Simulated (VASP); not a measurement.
# CaZn8Ag8 in VASP: single point with PBE+D3(BJ)

Aim: the single point of CaZn8Ag8 with PBE+D3(BJ).

Program: VASP 6.6.1. These are calculated values, not measurements. Logs are shortened: lines on timing, memory, paths and dates and some standing lists are left out, and cuts for length are marked.

### Step 1. The cell of the first run

The cell holds a slab with vacuum, 17 atoms: a = 6.285 Å, b = 6.285 Å, c = 16.714 Å, α = 90.00°, β = 90.00°, γ = 90.00°.

### Step 2. Single point, PBE+D3(BJ)

Contents of INCAR:

```
ALGO = Normal ; EDIFF = 1E-7
ENCUT = 520 ; GGA = PE
ISIF = 2 ; ISMEAR = -1
IVDW = 12 ; LASPH = T
LCHARG = F ; LREAL = Auto
LWAVE = F ; NBANDS = 111
NELM = 60 ; PREC = Accurate
SIGMA = 0.15
```

Contents of KPOINTS:

```
k-points
0
Gamma
  2 2 1
```

Contents of POSCAR:

```
CaZn8Ag8
1.0
    6.2846720000      0.0000000000      0.0000000000
    0.0000000000      6.2846720000      0.0000000000
    0.0000000000      0.0000000000     16.7135040000
Zn Ag Ca
8 8 1
Direct
    0.2819876678      0.2225573586      0.1601100523
    0.3432160024      0.2676352879      0.3866334672
    0.2726315709      0.7394817104      0.1436144090
    0.1911157814      0.7795156215      0.3510035957
    0.7444143465      0.2570221644      0.1435844931
    0.8965623027      0.3382992780      0.3929337618
    0.7612966914      0.7824911149      0.1490710745
    0.8243866983      0.7281843826      0.3582492337
    0.0000000000      0.0000000000      0.0598318581
   -0.0177893134      0.0580778122      0.2671312969
    0.0000000000      0.4999942718      0.0598318581
    0.0334623669      0.4848781289      0.2459747519
    0.4999942718      0.0000000000      0.0598318581
    0.4973688364     -0.0016866433      0.2817841190
    0.4999942718      0.4999942718      0.0598318581
    0.5838809090      0.5075523432      0.2502287970
    0.5447221430      0.5796006538      0.4736828375
```

Potentials or basis: VASP PAW PBE potentials, release 64 (Zn, Ag, Ca_sv).

On the command line:

```bash
> cat potpaw_PBE.64/Zn/POTCAR potpaw_PBE.64/Ag/POTCAR potpaw_PBE.64/Ca_sv/POTCAR > POTCAR
> mpirun -np 1 vasp_std > vasp.out
```

OUTCAR:

```text
EDIFF = 1E-7
   ENCUT = 520
   GGA = PE
   ISIF = 2
   ISMEAR = -1
   IVDW = 12
   LASPH = T
   LREAL = Auto
   NELM = 60
   PREC = Accurate
 IVDW          = 12

 ion  position               nearest neighbor table
   1  0.282  0.223  0.160-  13 2.58  12 2.69  15 2.78  10 2.80   9 2.81  14 2.82   5 2.93  11 3.00
                            16 3.01
   2  0.343  0.268  0.387-  14 2.62  17 2.75   6 2.84  16 3.12  10 3.30
   3  0.273  0.739  0.144-  15 2.50  13 2.59  11 2.68   9 2.75  12 2.78  16 3.02  14 3.16
   4  0.191  0.780  0.351-   8 2.33  10 2.60  14 2.63  12 2.74
   5  0.744  0.257  0.144-  15 2.58  16 2.58  11 2.62  13 2.63   9 2.67  10 2.84  12 2.88   1 2.93
                             7 2.99  14 3.22
   6  0.897  0.338  0.393-   8 2.56  12 2.76  10 2.80   2 2.84  17 3.00  16 3.27
   7  0.761  0.782  0.149-   9 2.52  13 2.61  16 2.66  11 2.76  15 2.84  10 2.97   5 2.99  12 3.01
                            14 3.08
   8  0.824  0.728  0.358-   4 2.33   6 2.56  16 2.73  12 2.75  10 2.76  17 2.77  14 2.96
   9  0.000  0.000  0.060-   7 2.52   5 2.67   3 2.75   1 2.81  11 3.14  13 3.14  11 3.14  13 3.14
                            10 3.49
  10  0.982  0.058  0.267-   4 2.60  12 2.72   8 2.76   6 2.80   1 2.80   5 2.84   7 2.97  14 3.08
                            14 3.27   2 3.30   9 3.49
  11  0.000  0.500  0.060-   5 2.62   3 2.68   7 2.76   1 3.00  12 3.12   9 3.14  15 3.14   9 3.14
                            15 3.14
  12  0.033  0.485  0.246-   1 2.69  10 2.72   4 2.74   8 2.75   6 2.76   3 2.78  16 2.83   5 2.88
                             7 3.01  11 3.12  16 3.46
  13  0.500  0.000  0.060-   1 2.58   3 2.59   7 2.61   5 2.63   9 3.14  15 3.14   9 3.14  15 3.14

  14  0.497  0.998  0.282-   2 2.62   4 2.63   1 2.82   8 2.96  10 3.08   7 3.08   3 3.16  16 3.18
                             5 3.22  10 3.27  16 3.29
  15  0.500  0.500  0.060-   3 2.50   5 2.58   1 2.78   7 2.84  11 3.14  13 3.14  11 3.14  13 3.14
                            16 3.23
  16  0.584  0.508  0.250-   5 2.58   7 2.66   8 2.73  12 2.83   1 3.01   3 3.02   2 3.12  14 3.18
                            15 3.23   6 3.27  14 3.29  12 3.46
  17  0.545  0.580  0.474-   2 2.75   8 2.77   6 3.00

  LATTYP: Found a simple tetragonal cell.
 ALAT       =     6.2846720000
 C/A-ratio  =     2.6594075236

  Lattice vectors:

 A1 = (   6.2846720000,   0.0000000000,   0.0000000000)
 A2 = (   0.0000000000,   6.2846720000,   0.0000000000)
 A3 = (   0.0000000000,   0.0000000000,  16.7135040000)

Analysis of symmetry for initial positions (statically):
=====================================================================
 Subroutine PRICEL returns:
 Original cell was already a primitive cell.

 Routine SETGRP: Setting up the symmetry group for a
 simple tetragonal supercell.

 Subroutine GETGRP returns: Found  1 space group operations
 (whereof  1 operations were pure point group operations)
 out of a pool of 16 trial point group operations.

The static configuration has the point symmetry C_1 .

Analysis of symmetry for dynamics (positions and initial velocities):
=====================================================================
 Subroutine PRICEL returns:
 Original cell was already a primitive cell.

 Routine SETGRP: Setting up the symmetry group for a
 simple tetragonal supercell.

 Subroutine GETGRP returns: Found  1 space group operations
 (whereof  1 operations were pure point group operations)
 out of a pool of 16 trial point group operations.

The dynamic configuration has the point symmetry C_1 .

 Subroutine INISYM returns: Found  1 space group operations
 (whereof  1 operations are pure point group operations),
 and found     1 'primitive' translations

----------------------------------------------------------------------------------------

                                     Primitive cell

  volume of cell :     660.1350

  direct lattice vectors                    reciprocal lattice vectors
     6.284672000  0.000000000  0.000000000     0.159117294  0.000000000  0.000000000
     0.000000000  6.284672000  0.000000000     0.000000000  0.159117294  0.000000000
     0.000000000  0.000000000 16.713504000     0.000000000  0.000000000  0.059831858

  length of vectors
     6.284672000  6.284672000 16.713504000     0.159117294  0.159117294  0.059831858

  position of ions in fractional coordinates (direct lattice)
     0.281987668  0.222557359  0.160110052
     0.343216002  0.267635288  0.386633467
     0.272631571  0.739481710  0.143614409
     0.191115781  0.779515622  0.351003596
     0.744414347  0.257022164  0.143584493
     0.896562303  0.338299278  0.392933762
[... 9 lines left out ...]
     0.583880909  0.507552343  0.250228797
     0.544722143  0.579600654  0.473682838

  ion indices of the primitive-cell ions
   primitive index   ion index
                 1           1
                 2           2
                 3           3
                 4           4
                 5           5
                 6           6
[... 9 lines left out ...]
                16          16
                17          17

----------------------------------------------------------------------------------------

 KPOINTS: k-points

Automatic generation of k-mesh.
 Grid dimensions read from file:
 generate k-points for:    2    2    1

 Generating k-lattice:

  Cartesian coordinates                     Fractional coordinates (reciprocal lattice)
     0.079558647  0.000000000  0.000000000     0.500000000  0.000000000  0.000000000
     0.000000000  0.079558647  0.000000000     0.000000000  0.500000000  0.000000000
     0.000000000  0.000000000  0.059831858     0.000000000  0.000000000  1.000000000

  Length of vectors
     0.079558647  0.079558647  0.059831858

  Shift w.r.t. Gamma in fractional coordinates (k-lattice)
     0.000000000  0.000000000  0.000000000

 Subroutine IBZKPT returns following result:
 ===========================================

 Found      4 irreducible k-points:

 Following reciprocal coordinates:
            Coordinates               Weight
  0.000000  0.000000  0.000000      1.000000
  0.500000  0.000000  0.000000      1.000000
  0.000000  0.500000  0.000000      1.000000
  0.500000  0.500000  0.000000      1.000000
   k-points           NKPTS =      4   k-points in BZ     NKDIM =      4   number of bands    NBANDS=    111
   number of dos      NEDOS =    301   number of ions     NIONS =     17
   total plane-waves  NPLWV = 290304
   dimension x,y,z NGX =    48 NGY =   48 NGZ =  126
   dimension x,y,z NGXF=    96 NGYF=   96 NGZF=  252
   ions per type =               8   8   1
   NGX,Y,Z   is equivalent  to a cutoff of  12.70, 12.70, 12.53 a.u.
   NGXF,Y,Z  is equivalent  to a cutoff of  25.39, 25.39, 25.07 a.u.
 SYSTEM =  unknown system
   PREC   = accura    normal or accurate (medium, high low for compatibility)
   ISTART =      0    job   : 0-new  1-cont  2-samecut
   ICHARG =      2    charge: 1-file 2-atom 10-const
   ISPIN  =      1    spin polarized calculation?
   LNONCOLLINEAR =      F non collinear calculations
   LSORBIT =      F    spin-orbit coupling
   LASPH  =      T    aspherical Exc in radial PAW
   ENCUT  =  520.0 eV  38.22 Ry    6.18 a.u.  11.69 11.69 31.08*2*pi/ulx,y,z
   NELM   =     60;   NELMIN=  2; NELMDL= -5     # of ELM steps
   EDIFF  = 0.1E-06   stopping-criterion for ELM
   LREAL  =      T    real-space projection
   EDIFFG = 0.1E-05   stopping-criterion for IOM
   NSW    =      0    number of steps for IOM
   IBRION =     -1    ionic relax: 0-MD 1-quasi-New 2-CG
   NFREE  =      0    steps in history (QN), initial steepest desc. (CG)
   ISIF   =      2    stress and relaxation
   ISYM   =      2    0-nonsym 1-usesym 2-fastsym
   POTIM  = 0.5000    time-step for ionic-motion
   TEBEG  =    0.0;   TEEND  =   0.0 temperature during run
   PSTRESS=    0.0 pullay stress
   NELECT =     194.0000    total number of electrons
   NUPDOWN=      -1.0000    fix difference up-down
   EMIN   =  10.00;   EMAX   =-10.00  energy-range for DOS
   EFERMI =   0.00;   METHOD = LEGACY
   ISMEAR =    -1;   SIGMA  =   0.15  broadening in eV -4-tet -1-fermi 0-gaus
   EFERMI_NEDOS =   21; number of points for ismear=-14 and -15
   IALGO  =     38    algorithm
   IMIX   =      4    mixing-type and parameters
     AMIX     =   0.40;   BMIX     =  1.00
     AMIX_MAG =   1.60;   BMIX_MAG =  1.00
  volume/ion in A,a.u.               =      38.83       262.05
  Fermi-wavevector in a.u.,A,eV,Ry     =   1.088423  2.056822 16.118349  1.184665
  Thomas-Fermi vector in A             =   2.224604
   LORBIT       =      0    0 simple, 1 ext, 2 COOP (PROOUT), +10 PAW based schemes
   GGA     = PE    functional components
   LHFCALC =     F    Hartree Fock is set to
   AEXX    =    0.0000 exact exchange contribution
   IVDW    =    12    specifies the selected vdW correction
   LEPSILON=     F    determine dielectric tensor
   LRPA    =     F    only Hartree local field effects (RPA)
 non-spin polarized calculation
  energy-cutoff  :      520.00
  volume of cell :      660.13
 maximum number of plane-waves:     17795
 NGX is ok and might be reduce to    48
   NGX = 23   NGY = 23   NGZ = 63

 number of electron     194.0000002 magnetization

 Free energy of the ion-electron system (eV)
  ---------------------------------------------------
  ext. energy  EPLUGINS =         0.00000000
  ---------------------------------------------------
  free energy    TOTEN  =       -28.70695296 eV

  energy without entropy =      -28.31162033  energy(sigma->0) =      -28.50928664

 E-fermi :   0.5999     XC(G=0):  -6.3148

 val. band max:        0.5631142352   @ k =   0.0000   0.5000   0.0000
 cond. band min:       0.6294263029   @ k =   0.5000   0.0000   0.0000
 fundamental gap:      0.0663120677
 Fermi energy:         0.5999076579

 k-point     1 :       0.0000    0.0000    0.0000
  band No.  band energies     occupation
      1     -41.6963      2.00000
      2     -22.7509      2.00000
      3     -22.7119      2.00000
      4     -22.6867      2.00000
      5      -7.4579      2.00000
      6      -7.1161      2.00000
[... 101 lines left out ...]
    108       2.7618      0.00000
    109       3.0385      0.00000

 k-point     2 :       0.5000    0.0000    0.0000
  band No.  band energies     occupation
      1     -41.6963      2.00000
      2     -22.7509      2.00000
      3     -22.7119      2.00000
      4     -22.6869      2.00000
      5      -7.1282      2.00000
      6      -6.9627      2.00000
[... 101 lines left out ...]
    108       3.1026      0.00000
    109       3.1430      0.00000

 k-point     3 :       0.0000    0.5000    0.0000
  band No.  band energies     occupation
      1     -41.6963      2.00000
      2     -22.7509      2.00000
      3     -22.7121      2.00000
      4     -22.6867      2.00000
      5      -7.1656      2.00000
      6      -6.9823      2.00000
[... 101 lines left out ...]
    108       3.1432      0.00000
    109       3.1822      0.00000

 k-point     4 :       0.5000    0.5000    0.0000
  band No.  band energies     occupation
      1     -41.6963      2.00000
      2     -22.7509      2.00000
      3     -22.7121      2.00000
      4     -22.6869      2.00000
      5      -7.0944      2.00000
      6      -6.9166      2.00000
[... 101 lines left out ...]
    108       3.6363      0.00000
    109       3.7562      0.00000
 [bands above 109 left out]

------------------------ aborting loop because EDIFF is reached ----------------------------------------

 Edisp (eV)   -5.40900

 E8    (eV) :    -2.4328

  FORCE on cell =-STRESS in cart. coord.  units (eV):
  Direction    XX          YY          ZZ          XY          YZ          ZX
  --------------------------------------------------------------------------------------
  -------------------------------------------------------------------------------------
  Total      -5.83943    -7.47891    -3.41461     1.22648     0.68039    -3.33867
  in kB     -14.17257   -18.15165    -8.28742     2.97673     1.65134    -8.10310
  external pressure =      -13.54 kB  Pullay stress =        0.00 kB

 VOLUME and BASIS-vectors are now :
 -----------------------------------------------------------------------------
  energy-cutoff  :      520.00
  volume of cell :      660.13
      direct lattice vectors                 reciprocal lattice vectors
     6.284672000  0.000000000  0.000000000     0.159117294  0.000000000  0.000000000
     0.000000000  6.284672000  0.000000000     0.000000000  0.159117294  0.000000000
     0.000000000  0.000000000 16.713504000     0.000000000  0.000000000  0.059831858

 POSITION                                       TOTAL-FORCE (eV/Angst)
 -----------------------------------------------------------------------------------
      1.77220      1.39870      2.67600        -0.133716      0.161758      0.007892
      2.15700      1.68200      6.46200        -0.588652     -0.375863     -0.606707
      1.71340      4.64740      2.40030        -0.388782      0.337995      0.766102
      1.20110      4.89900      5.86650         1.356445     -0.095427      0.166664
      4.67840      1.61530      2.39980         0.290764     -0.543231      0.241308
      5.63460      2.12610      6.56730         0.204039     -0.393470     -0.205658
[... 9 lines left out ...]
      3.66950      3.18980      4.18220        -0.929174      0.077859      0.444600
      3.42340      3.64260      7.91690        -0.350105      0.475471      0.321114
 -----------------------------------------------------------------------------------
    total drift:                                0.000918     -0.002511     -0.006095

  FREE ENERGIE OF THE ION-ELECTRON SYSTEM (eV)
  ---------------------------------------------------
  free  energy   TOTEN  =       -34.1159568858 eV

  energy  without entropy=      -33.7206242541  energy(sigma->0) =      -33.91829057
```

Wall time 19 min (1 thread of Oxide Virtual Turin-like, shared host); peak memory 0.71 GiB.

Results:

```
Free energy                : -34.1160 eV
Largest force              : 1.370 eV/Å
Band gap on the k mesh     : zero (bands 97 and 98 overlap by 0.93 eV)
Dispersion energy per atom : -0.318 eV
```

Forces on the atoms (eV/Å):
```
Zn  -0.134  0.162  0.008
Zn  -0.589 -0.376 -0.607
Zn  -0.389  0.338  0.766
Zn   1.356 -0.095  0.167
Zn   0.291 -0.543  0.241
Zn   0.204 -0.393 -0.206
Zn  -0.060 -0.260  0.425
Zn  -0.766  0.552 -0.470
Ag   0.433  0.296  0.073
Ag  -0.282 -0.220 -0.111
Ag   0.177 -0.029  0.180
Ag   0.405  0.445 -0.488
Ag   0.050  0.032 -0.341
Ag   0.407 -0.302 -0.230
Ag   0.175 -0.158 -0.173
Ag  -0.929  0.078  0.445
Ca  -0.350  0.475  0.321
```

Levels at points of the mesh, in eV from the Fermi level:
```csv
k point,band 93,band 94,band 95,band 96,band 97,band 98,band 99,band 100,band 101,band 102
"(0.00, 0.00, 0.00)",-1.64,-1.29,-1.01,-0.68,-0.05,0.32,0.39,0.59,0.85,1.06
"(0.50, 0.00, 0.00)",-1.32,-1.23,-0.63,-0.51,-0.27,0.03,0.30,0.50,1.13,1.52
"(0.00, 0.50, 0.00)",-1.30,-1.17,-0.75,-0.67,-0.41,-0.04,0.09,0.69,1.30,1.48
"(0.50, 0.50, 0.00)",-1.20,-1.02,-0.71,-0.51,0.90,1.11,1.30,1.49,1.59,1.79
```

Caveat: the k points lie up to 0.50 Å⁻¹ apart, too coarse for converged energies and pressures of a metal; the atoms stand as in a frame of molecular dynamics; there is no dipole correction, which matters where the two faces differ.

The gap in the log of VASP goes by the Fermi energy; the results here count the filled bands.